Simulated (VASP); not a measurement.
A run of VASP 6.6.1 is set up as follows.

File INCAR:

```
SYSTEM = Sc
ALGO     = Normal         ! electronic algorithm
EDIFF    = 1E-7           ! SCF threshold, eV
EDIFFG   = -0.01          ! ionic threshold
ENCUT    = 600            ! plane-wave cutoff, eV
GGA      = PE             ! functional
IBRION   = 2              ! ionic algorithm
ISIF     = 3              ! what is computed and relaxed
ISMEAR   = 0              ! smearing method
LASPH    = .TRUE.         ! aspherical terms in the spheres
LCHARG   = .FALSE.        ! write CHGCAR
LREAL    = .FALSE.        ! projectors in reciprocal space
LWAVE    = .FALSE.        ! write WAVECAR
NELM     = 80             ! most SCF steps
NSW      = 80             ! ionic steps
PREC     = Accurate       ! precision mode
SIGMA    = 0.05           ! smearing width, eV
```

KPOINTS

```
k-points
0
G
  12 12 6
  0 0 0
```

The input POSCAR:

```
Sc
1.0
    3.3100000000      0.0000000000      0.0000000000
   -1.6550000000      2.8665440865      0.0000000000
    0.0000000000      0.0000000000      5.2761400000
Sc
2
Direct
    0.3333333333      0.6666666667      0.7500000000
    0.6666666667      0.3333333333      0.2500000000
```

Potentials or basis: VASP PAW PBE potentials, release 64 (Sc_sv).

Launch:

```console
$ cat potpaw_PBE.64/Sc_sv/POTCAR > POTCAR
$ mpirun -np 1 vasp_std > vasp.out
```

**Question.** Predict the band gap on the k mesh.

**Answer.** Zero (bands 11 and 12 overlap by 1.47 eV).

**Question.** Estimate the relaxed volume.

**Answer.** 24.65 Å³/atom.

**Question.** What does it give for the relaxed cell?

**Answer.** a = 3.318 Å, b = 3.318 Å, c = 5.168 Å, α = 90.00°, β = 90.00°, γ = 120.00°.

Step by step:
```tsv
step	energy change (eV)	largest force (eV/Å)	pressure (GPa)	volume (Å³)
1	0.0000	0.0000	-0.79	50.06
2	-0.0062	0.0000	0.15	49.16
3	-0.0063	0.0000	0.26	49.07
4	-0.0067	0.0000	-0.01	49.29
5	-0.0067	0.0000	-0.04	49.32
6	-0.0067	0.0000	-0.04	49.33
7	-0.0067	0.0000	-0.01	49.29
```
